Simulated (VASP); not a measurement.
# Be18HCO in VASP: notebook

The runs below take Be18HCO through single point, with PBE+D3(BJ).

All numbers are computed with VASP 6.6.1; they aren't measurements. Logs are shortened: lines on timing, memory, paths and dates and some standing lists are left out, and cuts for length are marked.

## Step 1: The cell of the first run

The cell holds a slab with vacuum, 21 atoms: a = 4.580 Å, b = 6.870 Å, c = 14.588 Å, α = 90.00°, β = 90.00°, γ = 60.00°.

## Step 2: Single point, PBE+D3(BJ)

Contents of INCAR:

```
SYSTEM = Be18HCO
  PREC = Accurate
  ENCUT = 520
  EDIFF = 1E-7
  ISMEAR = 0
  SIGMA = 0.15
  LREAL = Auto
  LASPH = .TRUE.
  NELM = 100
  ALGO = Normal
  ISIF = 2
  LWAVE = .FALSE.
  LCHARG = .FALSE.
  GGA = PE
  IVDW = 12
  NBANDS = 40
```

Contents of KPOINTS:

```
Automatic mesh
0
G
  5 4 1
  0 0 0
```

Contents of POSCAR:

```
Be18HCO
1.0
    4.5800000000      0.0000000000      0.0000000000
    3.4350000000      5.9495950000      0.0000000000
    0.0000000000      0.0000000000     14.5884300000
Be C H O
18 1 1 1
Direct
    0.0000000000      0.0000000000      0.0685475000
    0.5000000000      0.0000000000      0.0685475000
    0.0000000000      0.3333333000      0.0685475000
    0.5000000000      0.3333333000      0.0685475000
    0.0000000000      0.6666667000      0.0685475000
    0.5000000000      0.6666667000      0.0685475000
   -0.1713068161      0.2338395719      0.1906016429
    0.3421448834      0.2176957600      0.1972695882
   -0.1715783624      0.5574209169      0.1904159264
    0.3249539569      0.5500715519      0.1946590637
   -0.1645790498      0.8824579929      0.1910820529
    0.3316158368      0.8955851507      0.1907852672
   -0.0114665691      0.0129611238      0.3106671413
    0.5167709156     -0.0204814470      0.3195860692
    0.0261773847      0.3151381735      0.3289987655
    0.5275536515      0.3209364783      0.3113288449
    0.0053505041      0.6707439996      0.3214352411
    0.4525730719      0.6912763829      0.3102202996
    0.6721653125      0.6981887454      0.4024423044
    0.6166034964      0.7816074940      0.4692590672
    1.0051620443      0.5030385261      0.4020240151
```

Potentials or basis: VASP PAW PBE potentials, release 64 (Be, C, H, O).

Run with:

```
cat potpaw_PBE.64/Be/POTCAR potpaw_PBE.64/C/POTCAR potpaw_PBE.64/H/POTCAR potpaw_PBE.64/O/POTCAR > POTCAR
mpirun -np 1 vasp_std > vasp.out
```

OUTCAR:

```text
SYSTEM = Be18HCO
   PREC = Accurate
   ENCUT = 520
   EDIFF = 1E-7
   ISMEAR = 0
   LREAL = Auto
   LASPH = .TRUE.
   NELM = 100
   ISIF = 2
   GGA = PE
   IVDW = 12
 IVDW          = 12

 ion  position               nearest neighbor table
   1  0.000  0.000  0.069-  12 2.22  11 2.24   7 2.26   5 2.29   3 2.29   2 2.29   2 2.29   6 2.29
                             4 2.29
   2  0.500  0.000  0.069-  12 2.20  11 2.23   8 2.28   6 2.29   4 2.29   1 2.29   1 2.29   5 2.29
                             3 2.29
   3  0.000  0.333  0.069-   7 2.19   9 2.22   1 2.29   4 2.29   4 2.29   2 2.29   6 2.29   5 2.29
                             8 2.32
   4  0.500  0.333  0.069-   7 2.21  10 2.25   2 2.29   3 2.29   3 2.29   1 2.29   5 2.29   6 2.29
                             8 2.29
   5  0.000  0.667  0.069-  11 2.20   9 2.22  10 2.25   1 2.29   6 2.29   6 2.29   2 2.29   4 2.29
                             3 2.29
   6  0.500  0.667  0.069-   9 2.20  12 2.24   2 2.29   5 2.29   5 2.29   1 2.29   3 2.29   4 2.29
                            10 2.30
   7  0.829  0.234  0.191-  16 2.13   3 2.19  13 2.19   4 2.21   9 2.22  10 2.24   1 2.26   8 2.29
                             8 2.30  12 2.31
   8  0.342  0.218  0.197-  16 2.14  12 2.24  10 2.25  14 2.28   2 2.28  11 2.28   7 2.29   4 2.29
                            15 2.29   7 2.30   3 2.32   9 2.35
   9  0.828  0.557  0.190-   6 2.20   5 2.22   3 2.22   7 2.22  11 2.25  10 2.25  18 2.30  12 2.30
                            10 2.33   8 2.35  17 2.36
  10  0.325  0.550  0.195-  18 2.17  16 2.19   7 2.24  17 2.24   8 2.25   5 2.25   4 2.25   9 2.25
                            11 2.26   6 2.30   9 2.33
  11  0.835  0.882  0.191-   5 2.20   2 2.23  13 2.23   1 2.24   9 2.25  14 2.26  10 2.26  12 2.26
                            17 2.28   8 2.28  12 2.32
  12  0.332  0.896  0.191-  18 2.13   2 2.20  13 2.22   1 2.22   8 2.24   6 2.24  14 2.25  11 2.26
                             9 2.30   7 2.31  11 2.32
  13  0.989  0.013  0.311-  16 2.11  18 2.17  15 2.18   7 2.19  12 2.22  11 2.23  14 2.29  14 2.32
                            17 2.32
  14  0.517  0.980  0.320-  19 2.08  18 2.15  17 2.18  12 2.25  11 2.26   8 2.28  15 2.28  13 2.29
                            13 2.32  16 2.37
  15  0.026  0.315  0.329-  21 1.64  13 2.18  16 2.28  14 2.28   8 2.29  16 2.33
  16  0.528  0.321  0.311-  13 2.11   7 2.13   8 2.14  10 2.19  15 2.28  15 2.33  14 2.37
  17  0.005  0.671  0.321-  21 1.65  19 1.86  18 2.13  14 2.18  10 2.24  11 2.28  13 2.32   9 2.36

  18  0.453  0.691  0.310-  19 1.69  17 2.13  12 2.13  14 2.15  10 2.17  13 2.17   9 2.30
  19  0.672  0.698  0.402-  20 1.09  21 1.44  18 1.69  17 1.86  14 2.08
  20  0.617  0.782  0.469-  19 1.09
  21  0.005  0.503  0.402-  19 1.44  15 1.64  17 1.65

  LATTYP: Found a simple monoclinic cell.
 ALAT       =     4.5800000000
 B/A-ratio  =     3.1852467249
 C/A-ratio  =     1.3228757576
 COS(beta)  =    -0.1889822219

  Lattice vectors:

 A1 = (   4.5800000000,   0.0000000000,   0.0000000000)
 A2 = (   0.0000000000,   0.0000000000, -14.5884300000)
 A3 = (  -1.1450000000,   5.9495950000,   0.0000000000)

Analysis of symmetry for initial positions (statically):
=====================================================================
 Subroutine PRICEL returns:
 Original cell was already a primitive cell.

 Routine SETGRP: Setting up the symmetry group for a
 simple monoclinic supercell.

 Subroutine GETGRP returns: Found  1 space group operations
 (whereof  1 operations were pure point group operations)
 out of a pool of  4 trial point group operations.

The static configuration has the point symmetry C_1 .

Analysis of symmetry for dynamics (positions and initial velocities):
=====================================================================
 Subroutine PRICEL returns:
 Original cell was already a primitive cell.

 Routine SETGRP: Setting up the symmetry group for a
 simple monoclinic supercell.

 Subroutine GETGRP returns: Found  1 space group operations
 (whereof  1 operations were pure point group operations)
 out of a pool of  4 trial point group operations.

The dynamic configuration has the point symmetry C_1 .

 Subroutine INISYM returns: Found  1 space group operations
 (whereof  1 operations are pure point group operations),
 and found     1 'primitive' translations

----------------------------------------------------------------------------------------

                                     Primitive cell

  volume of cell :     397.5222

  direct lattice vectors                    reciprocal lattice vectors
     4.580000000  0.000000000  0.000000000     0.218340611 -0.126059001  0.000000000
     3.435000000  5.949595000  0.000000000     0.000000000  0.168078668  0.000000000
     0.000000000  0.000000000 14.588430000     0.000000000  0.000000000  0.068547472

  length of vectors
     4.580000000  6.870000412 14.588430000     0.252118016  0.168078668  0.068547472

[... 86 lines left out ...]
   ISIF   =      2    stress and relaxation
   ISYM   =      2    0-nonsym 1-usesym 2-fastsym
   POTIM  = 0.5000    time-step for ionic-motion
   TEBEG  =    0.0;   TEEND  =   0.0 temperature during run
   PSTRESS=    0.0 pullay stress
   NELECT =      47.0000    total number of electrons
   NUPDOWN=      -1.0000    fix difference up-down
   EMIN   =  10.00;   EMAX   =-10.00  energy-range for DOS
   EFERMI =   0.00;   METHOD = LEGACY
   ISMEAR =     0;   SIGMA  =   0.15  broadening in eV -4-tet -1-fermi 0-gaus
   EFERMI_NEDOS =   21; number of points for ismear=-14 and -15
   IALGO  =     38    algorithm
   IMIX   =      4    mixing-type and parameters
     AMIX     =   0.40;   BMIX     =  1.00
     AMIX_MAG =   1.60;   BMIX_MAG =  1.00
  volume/ion in A,a.u.               =      18.93       127.74
  Fermi-wavevector in a.u.,A,eV,Ry     =   0.803502  1.518399  8.784132  0.645615
  Thomas-Fermi vector in A             =   1.911382
   LORBIT       =      0    0 simple, 1 ext, 2 COOP (PROOUT), +10 PAW based schemes
   GGA     = PE    functional components
   LHFCALC =     F    Hartree Fock is set to
   AEXX    =    0.0000 exact exchange contribution
   IVDW    =    12    specifies the selected vdW correction
   LEPSILON=     F    determine dielectric tensor
   LRPA    =     F    only Hartree local field effects (RPA)
 non-spin polarized calculation
 Gauss-broadening in eV      SIGMA  =   0.15
  energy-cutoff  :      520.00
  volume of cell :      397.52
 maximum number of plane-waves:     10726
 NGX is ok and might be reduce to    36
   NGX = 17   NGY = 25   NGZ = 55

 number of electron      46.9999998 magnetization

 Free energy of the ion-electron system (eV)
  ---------------------------------------------------
  ext. energy  EPLUGINS =         0.00000000
  ---------------------------------------------------
  free energy    TOTEN  =       -80.93747734 eV

  energy without entropy =      -80.87314446  energy(sigma->0) =      -80.90531090

 E-fermi :  -0.3698     XC(G=0):  -5.6301

 val. band max:       -0.4270510862   @ k =   0.0000   0.5000   0.0000
 cond. band min:      -0.3576431727   @ k =   0.2000   0.0000   0.0000
 fundamental gap:      0.0694079134
 Fermi energy:        -0.3697900656

 k-point     1 :       0.0000    0.0000    0.0000
  band No.  band energies     occupation
      1     -21.9575      2.00000
      2     -11.9850      2.00000
      3     -10.1341      2.00000
      4      -8.2941      2.00000
      5      -7.7734      2.00000
      6      -7.0020      2.00000
[... 27 lines left out ...]
     34       3.9927      0.00000
     35       4.1956      0.00000

 k-point     2 :       0.2000    0.0000    0.0000
  band No.  band energies     occupation
      1     -21.9541      2.00000
      2     -12.0064      2.00000
      3      -9.8444      2.00000
      4      -8.1757      2.00000
      5      -7.6881      2.00000
      6      -7.5596      2.00000
[... 27 lines left out ...]
     34       3.8434      0.00000
     35       4.0286      0.00000
[... 302 lines left out ...]
     34       4.1487      0.00000
     35       4.3637      0.00000

 k-point    11 :       0.4000    0.5000    0.0000
  band No.  band energies     occupation
      1     -21.9489      2.00000
      2     -12.0030      2.00000
      3      -9.2320      2.00000
      4      -8.3900      2.00000
      5      -7.7644      2.00000
      6      -7.6087      2.00000
[... 27 lines left out ...]
     34       4.4691      0.00000
     35       4.6218      0.00000
 [bands above 35 left out]

------------------------ aborting loop because EDIFF is reached ----------------------------------------

 Edisp (eV)   -4.35359

 E8    (eV) :    -1.5628

  FORCE on cell =-STRESS in cart. coord.  units (eV):
  Direction    XX          YY          ZZ          XY          YZ          ZX
  --------------------------------------------------------------------------------------
  -------------------------------------------------------------------------------------
  Total     -11.23497   -14.17093     0.03021    -1.92860    -0.01482    -0.02355
  in kB     -45.28153   -57.11466     0.12174    -7.77304    -0.05972    -0.09493
  external pressure =      -34.09 kB  Pullay stress =        0.00 kB

 VOLUME and BASIS-vectors are now :
 -----------------------------------------------------------------------------
  energy-cutoff  :      520.00
  volume of cell :      397.52
      direct lattice vectors                 reciprocal lattice vectors
     4.580000000  0.000000000  0.000000000     0.218340611 -0.126059001  0.000000000
     3.435000000  5.949595000  0.000000000     0.000000000  0.168078668  0.000000000
     0.000000000  0.000000000 14.588430000     0.000000000  0.000000000  0.068547472

 POSITION                                       TOTAL-FORCE (eV/Angst)
 -----------------------------------------------------------------------------------
      0.00000      0.00000      1.00000         0.029532     -0.060628     -0.207341
      2.29000      0.00000      1.00000        -0.025986      0.069334     -0.016799
      1.14500      1.98320      1.00000         0.141045     -0.130115      0.051389
      3.43500      1.98320      1.00000        -0.058415      0.060238      0.070973
      2.29000      3.96640      1.00000         0.140067      0.012828      0.059326
      4.58000      3.96640      1.00000        -0.220585      0.046324      0.003077
[... 13 lines left out ...]
      5.50887      4.65025      6.84575        -0.002050      0.005048      0.009836
      1.75158      2.99288      5.86490         0.076669     -0.144387      0.025327
 -----------------------------------------------------------------------------------
    total drift:                               -0.001242      0.001132      0.000959

  FREE ENERGIE OF THE ION-ELECTRON SYSTEM (eV)
  ---------------------------------------------------
  free  energy   TOTEN  =       -85.2910633238 eV

  energy  without entropy=      -85.2267304393  energy(sigma->0) =      -85.25889688
```

Wall time 6.6 min (1 thread of Intel Xeon 6975P-C (Granite Rapids), shared host); peak memory 0.51 GiB.

What came out:

* Free energy: -85.2911 eV
* Largest force: 0.225 eV/Å
* Band gap on the k mesh: zero (an odd number of electrons rules out a gap without spin polarisation)
* Dispersion energy per atom: -0.207 eV

Forces in eV/Å, atoms in the order of the input:
```
Be   0.030 -0.061 -0.207
Be  -0.026  0.069 -0.017
Be   0.141 -0.130  0.051
Be  -0.058  0.060  0.071
Be   0.140  0.013  0.059
Be  -0.221  0.046  0.003
Be   0.001 -0.004  0.001
Be  -0.004  0.002  0.002
Be   0.004 -0.003  0.013
Be   0.000  0.005  0.001
Be   0.000  0.005  0.005
Be  -0.006  0.000  0.002
Be  -0.007  0.007  0.001
Be   0.003  0.013  0.004
Be  -0.002 -0.022 -0.011
Be   0.003  0.001  0.010
Be   0.042  0.024 -0.044
Be  -0.026 -0.013 -0.019
C   -0.088  0.125  0.040
H   -0.002  0.005  0.010
O    0.077 -0.144  0.025
```

Caveat: there is no dipole correction, which matters where the two faces differ; an odd number of electrons without spin polarisation forces a metal; a magnetic or distorted state may lie lower.

## Step 3: Single point, PBE+D3(BJ)

Contents of INCAR:

```
SYSTEM = Be18HCO
PREC     = Accurate       ! precision mode
ENCUT    = 520            ! plane-wave cutoff, eV
EDIFF    = 1E-6           ! SCF threshold, eV
ISMEAR   = 0              ! smearing method
SIGMA    = 0.15           ! smearing width, eV
LREAL    = Auto         
LASPH    = .True.         ! aspherical terms in the spheres
NELM     = 60             ! most SCF steps
ALGO     = Normal         ! electronic algorithm
ISIF     = 2              ! what is computed and relaxed
LWAVE    = .False.        ! write WAVECAR
LCHARG   = .True.         ! write CHGCAR
GGA      = PE             ! functional
IVDW     = 12             ! dispersion correction
LELF     = .True.         ! ELF
LVHAR    = .True.       
NBANDS   = 40             ! bands
```

Contents of KPOINTS:

```
Automatic mesh
0
Gamma
  5 4 1
  0 0 0
```

Contents of POSCAR:

```
Be18HCO
1.0
    4.5800000000      0.0000000000      0.0000000000
    3.4350000000      5.9495950000      0.0000000000
    0.0000000000      0.0000000000     14.5884300000
Be C H O
18 1 1 1
Direct
    0.0000000000      0.0000000000      0.0685474722
    0.5000000000      0.0000000000      0.0685474722
    0.0000000420      0.3333332773      0.0685474722
    0.5000000420      0.3333332773      0.0685474722
   -0.0000000420      0.6666667227      0.0685474722
    0.4999999580      0.6666667227      0.0685474722
   -0.1713067850      0.2338396143      0.1906016617
    0.3421447241      0.2176958264      0.1972696171
   -0.1715783892      0.5574209673      0.1904158981
    0.3249539723      0.5500715595      0.1946590552
   -0.1645791268      0.8824580497      0.1910820424
    0.3316159322      0.8955851617      0.1907853004
   -0.0114664209      0.0129610503      0.3106671520
    0.5167708709     -0.0204813941      0.3195860692
    0.0261774374      0.3151380892      0.3289988025
    0.5275537632      0.3209364671      0.3113288407
    0.0053505340      0.6707439750      0.3214352058
    0.4525731266      0.6912762970      0.3102202910
    0.6721652434      0.6981887002      0.4024422779
    0.6166035546      0.7816074876      0.4692590635
    1.0051618721      0.5030386102      0.4020240012
```

Potentials or basis: VASP PAW PBE potentials, release 64 (Be, C, H, O).

Run with:

```
cat potpaw_PBE.64/Be/POTCAR potpaw_PBE.64/C/POTCAR potpaw_PBE.64/H/POTCAR potpaw_PBE.64/O/POTCAR > POTCAR
mpirun -np 1 vasp_std > vasp.out
```

Run time: 13 min. Hardware: 1 thread of Oxide Virtual Turin-like, shared host; peak memory 0.5 GiB.

It converged, with:

```yaml
Free_energy: -85.2911 eV
Largest_force: 0.225 eV/Å
Band_gap_on_the_k_mesh: zero (an odd number of electrons rules out a gap without spin polarisation)
Dispersion_energy_per_atom: -0.207 eV
```

Forces on the atoms (eV/Å):
```
Be   0.030 -0.061 -0.207
Be  -0.026  0.069 -0.017
Be   0.141 -0.130  0.051
Be  -0.058  0.060  0.071
Be   0.140  0.013  0.059
Be  -0.221  0.046  0.003
Be   0.001 -0.004  0.001
Be  -0.004  0.002  0.002
Be   0.004 -0.003  0.013
Be   0.000  0.005  0.001
Be   0.000  0.005  0.005
Be  -0.006  0.000  0.002
Be  -0.007  0.007  0.001
Be   0.003  0.013  0.004
Be  -0.002 -0.022 -0.012
Be   0.003  0.001  0.010
Be   0.042  0.024 -0.044
Be  -0.026 -0.013 -0.019
C   -0.088  0.125  0.040
H   -0.002  0.005  0.010
O    0.077 -0.145  0.025
```

Levels at points of the mesh, in eV from the Fermi level:
| k point | band 21 | band 22 | band 23 | band 24 | band 25 | band 26 |
| --- | --- | --- | --- | --- | --- | --- |
| (0.00, 0.00, 0.00) | -1.31 | -1.00 | -0.42 | 0.05 | 0.51 | 1.66 |
| (0.00, 0.50, 0.00) | -1.61 | -1.15 | -0.87 | -0.45 | -0.06 | 1.07 |

Caveat: there is no dipole correction, which matters where the two faces differ; an odd number of electrons without spin polarisation forces a metal; a magnetic or distorted state may lie lower.

## Step 4: Single point, PBE+D3(BJ)

Contents of INCAR:

```
  PREC = Accurate
  ENCUT = 520
  EDIFF = 1E-6
  ISMEAR = 0
  SIGMA = 0.15
  LREAL = Auto
  LASPH = T
  NELM = 60
  ALGO = Normal
  ISIF = 2
  LWAVE = F
  LCHARG = T
  GGA = PE
  IVDW = 12
  LELF = T
  LVHAR = T
  NBANDS = 40
```

Contents of KPOINTS:

```
regular mesh
0
Gamma
  5 4 1
```

Contents of POSCAR:

```
Be18HCO
1.0
    4.5800000000      0.0000000000      0.0000000000
    3.4350000000      5.9495950000      0.0000000000
    0.0000000000      0.0000000000     14.5884300000
Be C H O
18 1 1 1
Direct
    0.0000000000      0.0000000000      0.0685474722
    0.5000000000      0.0000000000      0.0685474722
    0.0000000420      0.3333332773      0.0685474722
    0.5000000420      0.3333332773      0.0685474722
   -0.0000000420      0.6666667227      0.0685474722
    0.4999999580      0.6666667227      0.0685474722
   -0.1668553999      0.2303143323      0.1893113927
    0.3396639634      0.2237342206      0.1956508685
   -0.1673085761      0.5611992077      0.1932609609
    0.3288948359      0.5612097966      0.1935113648
   -0.1645322490      0.8868741486      0.1895849656
    0.3337980472      0.8957327347      0.1899707508
   -0.0090240142      0.0199411893      0.3106554304
    0.5067340611     -0.0008474526      0.3155127042
    0.0051793664      0.3433075697      0.3252129941
    0.5267116770      0.3341279532      0.3105035292
    0.0281688734      0.6722444133      0.3198564205
    0.4807506489      0.6945551756      0.3131521349
    0.6780224276      0.7907427312      0.4048693382
    0.6224174691      0.8893193570      0.4687380342
    0.9520681852      0.5706470777      0.4131794168
```

Run with:

```
cat potpaw_PBE.64/Be/POTCAR potpaw_PBE.64/C/POTCAR potpaw_PBE.64/H/POTCAR potpaw_PBE.64/O/POTCAR > POTCAR
mpirun -np 1 vasp_std > vasp.out
```

Run time: 13 min. Hardware: 1 thread of Oxide Virtual Turin-like, shared host; peak memory 0.5 GiB.

The run converged. Its results:

```
Free energy                : -84.8485 eV
Largest force              : 0.669 eV/Å
Band gap on the k mesh     : zero (an odd number of electrons rules out a gap without spin polarisation)
Dispersion energy per atom : -0.207 eV
```

Forces in eV/Å, atoms in the order of the input:
```
Be   0.103  0.011 -0.192
Be   0.006  0.162 -0.072
Be   0.187 -0.030  0.076
Be  -0.069  0.143 -0.045
Be   0.054  0.018  0.072
Be  -0.006  0.049  0.097
Be   0.031  0.039  0.039
Be   0.010  0.035  0.027
Be  -0.014 -0.004  0.039
Be   0.018  0.003  0.021
Be   0.001  0.036 -0.009
Be   0.005  0.034  0.007
Be   0.011  0.038  0.043
Be   0.050  0.044  0.007
Be   0.055  0.106  0.187
Be   0.030  0.044  0.059
Be   0.097  0.146 -0.065
Be   0.046  0.122  0.106
C   -0.261 -0.153 -0.089
H   -0.053 -0.280 -0.112
O   -0.303 -0.564 -0.196
```

Levels at points of the mesh, in eV from the Fermi level:
```
           k point  band 20  band 21  band 22  band 23  band 24  band 25  band 26  band 27  band 28  band 29
(0.00, 0.00, 0.00)    -1.91    -1.35    -0.76    -0.57    -0.01     0.45     1.18     2.25     2.48     2.97
(0.00, 0.50, 0.00)    -1.87    -1.49    -1.30    -0.99    -0.39    -0.22     0.78     1.49     2.61     2.76
```

Caveat: there is no dipole correction, which matters where the two faces differ; an odd number of electrons without spin polarisation forces a metal; a magnetic or distorted state may lie lower.

The gap in the log of VASP goes by the Fermi energy; the results here count the filled bands.